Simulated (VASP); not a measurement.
# TiO2 (P4_2/mnm) in VASP: further runs

Runs on TiO2. Level: PBE+D3(BJ). Tasks: single point, relaxation of cell and atoms.

Program: VASP 6.6.1. These are calculated values, not measurements. Logs are shortened: lines on timing, memory, paths and dates and some standing lists are left out, and cuts for length are marked.

**Measured values to compare with.**

“Shallow Valence Band of Rutile GeO2 and P-type Doping”, 2020, arxiv:2011.08928 quotes, for a bulk crystal of TiO2 at 1.6 K: band gap 3.03 eV (direct).

How close the calculation comes is told below.

### 1 The cell of the first run

Symmetry: P4_2/mnm, No. 136, tetragonal system. Conventional cell: a = 4.608 Å, b = 4.608 Å, c = 2.954 Å, α = 90.00°, β = 90.00°, γ = 90.00°. Ti (site symmetry mmm) has 6 O at 1.95 to 1.98 Å within 2.6 Å. Within 2.6 Å of O (site symmetry m2m) lie 3 Ti at 1.95 to 1.98 Å and 1 O at 2.55 Å.

### 2 Single point, PBE+D3(BJ)

The input, INCAR:

```
SYSTEM = TiO2
PREC     = Accurate       ! precision mode
ENCUT    = 520            ! plane-wave cutoff, eV
EDIFF    = 1E-7           ! SCF threshold, eV
ISMEAR   = 0              ! smearing method
SIGMA    = 0.02           ! smearing width, eV
LREAL    = .FALSE.        ! projectors in reciprocal space
LASPH    = .TRUE.         ! aspherical terms in the spheres
NELM     = 80             ! most SCF steps
ALGO     = Normal         ! electronic algorithm
ISIF     = 2              ! what is computed and relaxed
LWAVE    = .FALSE.        ! write WAVECAR
LCHARG   = .TRUE.         ! write CHGCAR
GGA      = PE             ! functional
IVDW     = 12             ! dispersion correction
LELF     = .TRUE.         ! ELF
LVHAR    = .TRUE.       
NBANDS   = 33             ! bands
```

The input, KPOINTS:

```
regular mesh
0
G
  6 6 10
  0 0 0
```

The input, POSCAR:

```
TiO2
1.0
    4.6081646331      0.0000000000      0.0000000000
    0.0000000000      4.6081646331      0.0000000000
    0.0000000000      0.0000000000      2.9542647289
Ti O
2 4
Direct
    0.0000000000      0.0000000000      0.0000000000
    0.5000000000      0.5000000000      0.5000000000
    0.3043772929      0.3043772929      0.0000000000
    0.1956227071      0.8043772929      0.5000000000
    0.6956227071      0.6956227071      0.0000000000
    0.8043772929      0.1956227071      0.5000000000
```

Potentials or basis: VASP PAW PBE potentials, release 64 (Ti_sv, O).

Run with:

```console
> cat potpaw_PBE.64/Ti_sv/POTCAR potpaw_PBE.64/O/POTCAR > POTCAR
> mpirun -np 1 vasp_std > vasp.out
```

OUTCAR:

```text
SYSTEM = TiO2
   PREC = Accurate
   ENCUT = 520
   EDIFF = 1E-7
   ISMEAR = 0
   LREAL = .FALSE.
   LASPH = .TRUE.
   NELM = 80
   ISIF = 2
   GGA = PE
   IVDW = 12
 IVDW          = 12

 ion  position               nearest neighbor table
   1  0.000  0.000  0.000-   4 1.95   6 1.95   4 1.95   6 1.95   5 1.98   3 1.98
   2  0.500  0.500  0.500-   3 1.95   5 1.95   3 1.95   5 1.95   4 1.98   6 1.98
   3  0.304  0.304  0.000-   2 1.95   2 1.95   1 1.98
   4  0.196  0.804  0.500-   1 1.95   1 1.95   2 1.98
   5  0.696  0.696  0.000-   2 1.95   2 1.95   1 1.98
   6  0.804  0.196  0.500-   1 1.95   1 1.95   2 1.98

  LATTYP: Found a simple tetragonal cell.
 ALAT       =     4.6081646331
 C/A-ratio  =     0.6410935728

  Lattice vectors:

 A1 = (   4.6081646331,   0.0000000000,   0.0000000000)
 A2 = (   0.0000000000,   4.6081646331,   0.0000000000)
 A3 = (   0.0000000000,   0.0000000000,   2.9542647289)

Analysis of symmetry for initial positions (statically):
=====================================================================
 Subroutine PRICEL returns:
 Original cell was already a primitive cell.

 Routine SETGRP: Setting up the symmetry group for a
 simple tetragonal supercell.

 Subroutine GETGRP returns: Found 16 space group operations
 (whereof  8 operations were pure point group operations)
 out of a pool of 16 trial point group operations.

The static configuration has the point symmetry D_2h.
 The point group associated with its full space group is D_4h.

Analysis of symmetry for dynamics (positions and initial velocities):
=====================================================================
 Subroutine PRICEL returns:
 Original cell was already a primitive cell.

 Routine SETGRP: Setting up the symmetry group for a
 simple tetragonal supercell.

 Subroutine GETGRP returns: Found 16 space group operations
 (whereof  8 operations were pure point group operations)
 out of a pool of 16 trial point group operations.

The dynamic configuration has the point symmetry D_2h.
 The point group associated with its full space group is D_4h.

 Subroutine INISYM returns: Found 16 space group operations
 (whereof  8 operations are pure point group operations),
 and found     1 'primitive' translations

----------------------------------------------------------------------------------------

                                     Primitive cell

  volume of cell :      62.7343

  direct lattice vectors                    reciprocal lattice vectors
     4.608164633  0.000000000  0.000000000     0.217006136  0.000000000  0.000000000
     0.000000000  4.608164633  0.000000000     0.000000000  0.217006136  0.000000000
     0.000000000  0.000000000  2.954264729     0.000000000  0.000000000  0.338493700

  length of vectors
     4.608164633  4.608164633  2.954264729     0.217006136  0.217006136  0.338493700

  position of ions in fractional coordinates (direct lattice)
     0.000000000  0.000000000  0.000000000
     0.500000000  0.500000000  0.500000000
     0.304377293  0.304377293  0.000000000
     0.195622707  0.804377293  0.500000000
     0.695622707  0.695622707  0.000000000
     0.804377293  0.195622707  0.500000000

  ion indices of the primitive-cell ions
   primitive index   ion index
                 1           1
                 2           2
                 3           3
                 4           4
                 5           5
                 6           6

----------------------------------------------------------------------------------------

 KPOINTS: regular mesh

Automatic generation of k-mesh.
 Grid dimensions read from file:
 generate k-points for:    6    6   10

 Generating k-lattice:

  Cartesian coordinates                     Fractional coordinates (reciprocal lattice)
     0.036167689  0.000000000  0.000000000     0.166666667  0.000000000  0.000000000
     0.000000000  0.036167689  0.000000000     0.000000000  0.166666667  0.000000000
     0.000000000  0.000000000  0.033849370     0.000000000  0.000000000  0.100000000

  Length of vectors
     0.036167689  0.036167689  0.033849370

  Shift w.r.t. Gamma in fractional coordinates (k-lattice)
     0.000000000  0.000000000  0.000000000

 Subroutine IBZKPT returns following result:
 ===========================================

 Found     60 irreducible k-points:

 Following reciprocal coordinates:
            Coordinates               Weight
  0.000000  0.000000  0.000000      1.000000
  0.166667  0.000000  0.000000      4.000000
  0.333333  0.000000  0.000000      4.000000
  0.500000  0.000000  0.000000      2.000000
  0.166667  0.166667  0.000000      4.000000
  0.333333  0.166667  0.000000      8.000000
[... 16 lines left out ...]
  0.333333  0.000000  0.200000      8.000000
  0.500000  0.000000  0.200000      4.000000
 [... further k-points ...]
   k-points           NKPTS =     60   k-points in BZ     NKDIM =     60   number of bands    NBANDS=     33
   number of dos      NEDOS =    301   number of ions     NIONS =      6
   total plane-waves  NPLWV =  31104
   dimension x,y,z NGX =    36 NGY =   36 NGZ =   24
   dimension x,y,z NGXF=    72 NGYF=   72 NGZF=   48
   ions per type =               2   4
   NGX,Y,Z   is equivalent  to a cutoff of  12.99, 12.99, 13.51 a.u.
   NGXF,Y,Z  is equivalent  to a cutoff of  25.97, 25.97, 27.01 a.u.
 SYSTEM =  TiO2
   PREC   = accura    normal or accurate (medium, high low for compatibility)
   ISTART =      0    job   : 0-new  1-cont  2-samecut
   ICHARG =      2    charge: 1-file 2-atom 10-const
   ISPIN  =      1    spin polarized calculation?
   LNONCOLLINEAR =      F non collinear calculations
   LSORBIT =      F    spin-orbit coupling
   LASPH  =      T    aspherical Exc in radial PAW
   ENCUT  =  520.0 eV  38.22 Ry    6.18 a.u.   8.57  8.57  5.49*2*pi/ulx,y,z
   NELM   =     80;   NELMIN=  2; NELMDL= -5     # of ELM steps
   EDIFF  = 0.1E-06   stopping-criterion for ELM
   LREAL  =      F    real-space projection
   EDIFFG = 0.1E-05   stopping-criterion for IOM
   NSW    =      0    number of steps for IOM
   IBRION =     -1    ionic relax: 0-MD 1-quasi-New 2-CG
   NFREE  =      0    steps in history (QN), initial steepest desc. (CG)
   ISIF   =      2    stress and relaxation
   ISYM   =      2    0-nonsym 1-usesym 2-fastsym
   POTIM  = 0.5000    time-step for ionic-motion
   TEBEG  =    0.0;   TEEND  =   0.0 temperature during run
   PSTRESS=    0.0 pullay stress
   NELECT =      48.0000    total number of electrons
   NUPDOWN=      -1.0000    fix difference up-down
   EMIN   =  10.00;   EMAX   =-10.00  energy-range for DOS
   EFERMI =   0.00;   METHOD = LEGACY
   ISMEAR =     0;   SIGMA  =   0.02  broadening in eV -4-tet -1-fermi 0-gaus
   EFERMI_NEDOS =   21; number of points for ismear=-14 and -15
   IALGO  =     38    algorithm
   IMIX   =      4    mixing-type and parameters
     AMIX     =   0.40;   BMIX     =  1.00
     AMIX_MAG =   1.60;   BMIX_MAG =  1.00
  volume/ion in A,a.u.               =      10.46        70.56
  Fermi-wavevector in a.u.,A,eV,Ry     =   1.497339  2.829560 30.504587  2.242024
  Thomas-Fermi vector in A             =   2.609240
   LORBIT       =      0    0 simple, 1 ext, 2 COOP (PROOUT), +10 PAW based schemes
   GGA     = PE    functional components
   LHFCALC =     F    Hartree Fock is set to
   AEXX    =    0.0000 exact exchange contribution
   IVDW    =    12    specifies the selected vdW correction
   LEPSILON=     F    determine dielectric tensor
   LRPA    =     F    only Hartree local field effects (RPA)
 non-spin polarized calculation
 Gauss-broadening in eV      SIGMA  =   0.02
  energy-cutoff  :      520.00
  volume of cell :       62.73
 maximum number of plane-waves:      1720
 NGX is ok and might be reduce to    36
   NGX = 17   NGY = 17   NGZ = 11

 number of electron      48.0000021 magnetization

 Free energy of the ion-electron system (eV)
  ---------------------------------------------------
  ext. energy  EPLUGINS =         0.00000000
  ---------------------------------------------------
  free energy    TOTEN  =       -53.65623312 eV

  energy without entropy =      -53.65623312  energy(sigma->0) =      -53.65623312

 E-fermi :   5.0398     XC(G=0): -11.3859

 val. band max:        4.7956419742   @ k =   0.0000   0.0000   0.0000
 cond. band min:       6.6374088212   @ k =   0.0000   0.0000   0.0000
 fundamental gap:      1.8417668469
 Fermi energy:         5.0398257482

 k-point     1 :       0.0000    0.0000    0.0000
  band No.  band energies     occupation
      1     -52.1379      2.00000
      2     -52.1213      2.00000
      3     -28.4409      2.00000
      4     -28.4409      2.00000
      5     -28.2794      2.00000
      6     -28.2794      2.00000
[... 25 lines left out ...]
     32      11.3530      0.00000
     33      11.3530      0.00000

 k-point     2 :       0.1667    0.0000    0.0000
  band No.  band energies     occupation
      1     -52.1368      2.00000
      2     -52.1224      2.00000
      3     -28.4322      2.00000
      4     -28.4314      2.00000
      5     -28.2899      2.00000
      6     -28.2890      2.00000
[... 25 lines left out ...]
     32      11.2608      0.00000
     33      11.2802      0.00000

 k-point     3 :       0.3333    0.0000    0.0000
  band No.  band energies     occupation
      1     -52.1337      2.00000
      2     -52.1255      2.00000
      3     -28.4093      2.00000
      4     -28.4072      2.00000
      5     -28.3161      2.00000
      6     -28.3139      2.00000
[... 25 lines left out ...]
     32      11.0761      0.00000
     33      11.1134      0.00000

 k-point     4 :       0.5000    0.0000    0.0000
  band No.  band energies     occupation
      1     -52.1296      2.00000
      2     -52.1296      2.00000
      3     -28.3892      2.00000
      4     -28.3892      2.00000
      5     -28.3350      2.00000
      6     -28.3350      2.00000
[... 673 lines left out ...]
     32      10.6602      0.00000
     33      10.8649      0.00000

 k-point    23 :       0.3333    0.0000    0.2000
  band No.  band energies     occupation
      1     -52.1190      2.00000
      2     -52.1123      2.00000
      3     -28.4088      2.00000
      4     -28.3886      2.00000
      5     -28.3682      2.00000
      6     -28.3537      2.00000
[... 25 lines left out ...]
     32      10.2688      0.00000
     33      10.8717      0.00000

 k-point    24 :       0.5000    0.0000    0.2000
  band No.  band energies     occupation
      1     -52.1156      2.00000
      2     -52.1156      2.00000
      3     -28.4005      2.00000
      4     -28.4005      2.00000
      5     -28.3497      2.00000
      6     -28.3497      2.00000
[... 25 lines left out ...]
     32      10.0802      0.00000
     33      11.2579      0.00000

 [... further k-points ...]

------------------------ aborting loop because EDIFF is reached ----------------------------------------

 Edisp (eV)   -1.48440

 E8    (eV) :    -0.5910

  FORCE on cell =-STRESS in cart. coord.  units (eV):
  Direction    XX          YY          ZZ          XY          YZ          ZX
  --------------------------------------------------------------------------------------
  -------------------------------------------------------------------------------------
  Total       0.22900     0.22900     0.34752     0.00000     0.00000     0.00000
  in kB       5.84839     5.84839     8.87531     0.00000     0.00000     0.00000
  external pressure =        6.86 kB  Pullay stress =        0.00 kB

 VOLUME and BASIS-vectors are now :
 -----------------------------------------------------------------------------
  energy-cutoff  :      520.00
  volume of cell :       62.73
      direct lattice vectors                 reciprocal lattice vectors
     4.608164633  0.000000000  0.000000000     0.217006136  0.000000000  0.000000000
     0.000000000  4.608164633  0.000000000     0.000000000  0.217006136  0.000000000
     0.000000000  0.000000000  2.954264729     0.000000000  0.000000000  0.338493700

 POSITION                                       TOTAL-FORCE (eV/Angst)
 -----------------------------------------------------------------------------------
      0.00000      0.00000      0.00000         0.000000      0.000000     -0.000000
      2.30408      2.30408      1.47713         0.000000      0.000000     -0.000000
      1.40262      1.40262      0.00000        -0.018335     -0.018335      0.000000
      0.90146      3.70670      1.47713         0.018335     -0.018335      0.000000
      3.20554      3.20554      0.00000         0.018335      0.018335     -0.000000
      3.70670      0.90146      1.47713        -0.018335      0.018335     -0.000000
 -----------------------------------------------------------------------------------
    total drift:                                0.000000      0.000000      0.000000

  FREE ENERGIE OF THE ION-ELECTRON SYSTEM (eV)
  ---------------------------------------------------
  free  energy   TOTEN  =       -55.1406356542 eV

  energy  without entropy=      -55.1406356542  energy(sigma->0) =      -55.14063565
```

Run time: 3.1 min. Hardware: 1 thread of Intel Xeon 8259CL, shared host; peak memory 0.25 GiB.

What came out:

```
Free energy                : -55.1406 eV
Pressure                   : 0.7 GPa
Largest force              : 0.026 eV/Å
Band gap on the k mesh     : 1.84 eV
Dispersion energy per atom : -0.247 eV
```

Forces in eV/Å, atoms in the order of the input:
```
Ti   0.000  0.000  0.000
Ti   0.000  0.000  0.000
O   -0.018 -0.018  0.000
O    0.018 -0.018  0.000
O    0.018  0.018  0.000
O   -0.018  0.018  0.000
```

Stress tensor (GPa, compression positive):
```
0.58 0.00 0.00
0.00 0.58 0.00
0.00 0.00 0.89
```

Levels at points of the mesh, in eV from the valence-band top:
| k point | band 22 | band 23 | band 24 | band 25 | band 26 | band 27 |
| --- | --- | --- | --- | --- | --- | --- |
| (0.00, 0.00, 0.00) | -0.45 | -0.45 | 0.00 | 1.84 | 2.13 | 2.39 |
| (0.50, 0.00, 0.00) | -1.62 | -0.74 | -0.74 | 2.50 | 2.50 | 3.00 |
| (0.50, 0.50, 0.00) | -1.29 | -1.07 | -1.07 | 1.88 | 1.88 | 2.51 |
| (0.00, 0.00, 0.50) | -2.34 | -1.42 | -1.42 | 2.94 | 2.94 | 3.17 |
| (0.50, 0.00, 0.50) | -2.03 | -1.03 | -1.03 | 1.89 | 1.89 | 3.19 |
| (0.50, 0.50, 0.50) | -1.28 | -0.67 | -0.67 | 2.58 | 2.58 | 3.18 |

### 3 Relaxation of cell and atoms, PBE+D3(BJ)

This run uses another cell than the first one, of 10.39 Å³/atom.

The input, INCAR:

```
SYSTEM = TiO2
PREC = Accurate
ENCUT = 600
EDIFF = 1E-6
ISMEAR = 0
SIGMA = 0.02
LREAL = .FALSE.
LASPH = .TRUE.
NELM = 80
ALGO = Normal
ISIF = 3
LWAVE = .FALSE.
LCHARG = .FALSE.
GGA = PE
IVDW = 12
IBRION = 2
NSW = 100
EDIFFG = -0.005
```

The input, KPOINTS:

```
Automatic mesh
0
G
  6 6 10
  0 0 0
```

The input, POSCAR:

```
TiO2
1.0
    4.5922000000      0.0000000000      0.0000000000
    0.0000000000      4.5922000000      0.0000000000
    0.0000000000      0.0000000000      2.9574000000
Ti O
2 4
Direct
    0.0000000000      0.0000000000      0.0000000000
    0.5000000000      0.5000000000      0.5000000000
    0.3049600000      0.3049600000      0.0000000000
    0.1950400000      0.8049600000      0.5000000000
    0.6950400000      0.6950400000      0.0000000000
    0.8049600000      0.1950400000      0.5000000000
```

Potentials or basis: VASP PAW PBE potentials, release 64 (Ti_sv, O).

Run with:

```console
> cat potpaw_PBE.64/Ti_sv/POTCAR potpaw_PBE.64/O/POTCAR > POTCAR
> mpirun -np 1 vasp_std > vasp.out
```

Wall time 8.8 min (1 thread of Intel Xeon 8259CL, shared host); peak memory 0.28 GiB.

The run converged. Its results:

```yaml
Free_energy: -55.1484 eV
Relaxed_volume: 10.47 Å³/atom
Relaxed_cell: a = 4.609 Å, b = 4.609 Å, c = 2.957 Å, α = 90.00°, β = 90.00°, γ = 90.00°
Space_group_after_relaxing_to_0.1_Å: P4_2/mnm (No. 136)
Energy_gained_by_relaxing: 0.7 meV/atom
Ionic_steps: 5
Pressure_after_relaxing: 0.0 GPa
Largest_force_after_relaxing: 0.004 eV/Å
Band_gap_on_the_k_mesh: 1.83 eV
Dispersion_energy_per_atom: -0.247 eV
```

Forces on the atoms (eV/Å):
```
Ti   0.000  0.000  0.000
Ti   0.000  0.000  0.000
O    0.003  0.003  0.000
O   -0.003  0.003  0.000
O   -0.003 -0.003  0.000
O    0.003 -0.003  0.000
```

Step by step:
| step | energy change (eV) | largest force (eV/Å) | pressure (GPa) | volume (Å³) |
| --- | --- | --- | --- | --- |
| 1 | 0.0000 | 0.1279 | 1.86 | 62.37 |
| 2 | 0.0013 | 0.0784 | -2.42 | 63.46 |
| 3 | -0.0037 | 0.0304 | -0.16 | 62.87 |
| 4 | -0.0041 | 0.0023 | -0.04 | 62.84 |
| 5 | -0.0041 | 0.0043 | 0.02 | 62.83 |

Final structure:
```yaml
crystal:
  lattice:
    - [4.60927, 0.00000, 0.00000]
    - [0.00000, 4.60927, 0.00000]
    - [0.00000, 0.00000, 2.95724]
  atoms:
    - { symbol: Ti, position: [0.00000, 0.00000, 0.00000] }
    - { symbol: Ti, position: [0.50000, 0.50000, 0.50000] }
    - { symbol: O, position: [0.30422, 0.30422, 0.00000] }
    - { symbol: O, position: [0.19578, 0.80422, 0.50000] }
    - { symbol: O, position: [0.69578, 0.69578, 0.00000] }
    - { symbol: O, position: [0.80422, 0.19578, 0.50000] }
```

Levels at points of the mesh, in eV from the valence-band top:
| k point | band 20 | band 21 | band 22 | band 23 | band 24 | band 25 | band 26 | band 27 | band 28 |
| --- | --- | --- | --- | --- | --- | --- | --- | --- | --- |
| (0.00, 0.00, 0.00) | -1.96 | -0.70 | -0.46 | -0.46 | 0.00 | 1.83 | 2.11 | 2.37 | 2.47 |
| (0.50, 0.00, 0.00) | -3.06 | -1.63 | -1.63 | -0.74 | -0.74 | 2.49 | 2.49 | 2.99 | 2.99 |
| (0.50, 0.50, 0.00) | -2.18 | -1.30 | -1.30 | -1.08 | -1.08 | 1.86 | 1.86 | 2.49 | 2.49 |
| (0.00, 0.00, 0.50) | -2.78 | -2.34 | -2.34 | -1.42 | -1.42 | 2.93 | 2.93 | 3.16 | 3.16 |
| (0.50, 0.00, 0.50) | -2.37 | -2.03 | -2.03 | -1.03 | -1.03 | 1.88 | 1.88 | 3.18 | 3.18 |
| (0.50, 0.50, 0.50) | -2.75 | -1.28 | -1.28 | -0.68 | -0.68 | 2.57 | 2.57 | 3.17 | 3.17 |

### 4 How close it comes

Step 2. Against the measured gap of TiO2, 3.03 eV (direct; 1.6 K; quoted in “Shallow Valence Band of Rutile GeO2 and P-type Doping”, 2020, arxiv:2011.08928), the calculated 1.84 eV is off by -1.19 eV. 2 values of this kind are on record in papers (3.03 to 3.05 eV); this one was drawn at random among those near their median. The value is that of PBE+D3(BJ) on a finite k mesh, which can miss the band edges, without temperature or zero-point motion. Semilocal functionals fall short of measured gaps as a rule.
